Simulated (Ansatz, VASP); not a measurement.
## Se in VASP and in Ansatz

```xyz
2
Lattice="0.0000 2.9812 2.9812 2.9812 0.0000 2.9812 2.9812 2.9812 0.0000" Properties=species:S:1:pos:R:3 pbc="T T T"
Se   -0.7453   -0.7453   -0.7453
Se    0.7453    0.7453    0.7453
```

Change from the starting cell: volume scaled by 0.88, LAPW.

Alike in both runs: task single point; functional PBEsol; k mesh 11 × 11 × 11; occupations fermi-dirac, width 0.08 eV; no spin polarisation.

```csv
,VASP,Ansatz
version,VASP 6.6.1,Ansatz 0.2.0
potentials or method,"VASP PAW PBE potentials, release 64 (Se), cutoff 520 eV","all-electron LAPW, scalar-relativistic"
```

|  | VASP | Ansatz | Ansatz less VASP |
| --- | --- | --- | --- |
| pressure (GPa) | 7.4 | 7.2 | -0.13 |

VASP's potentials were made for PBE, not for PBEsol. Ansatz ran all-electron here, and VASP with PAW potentials.
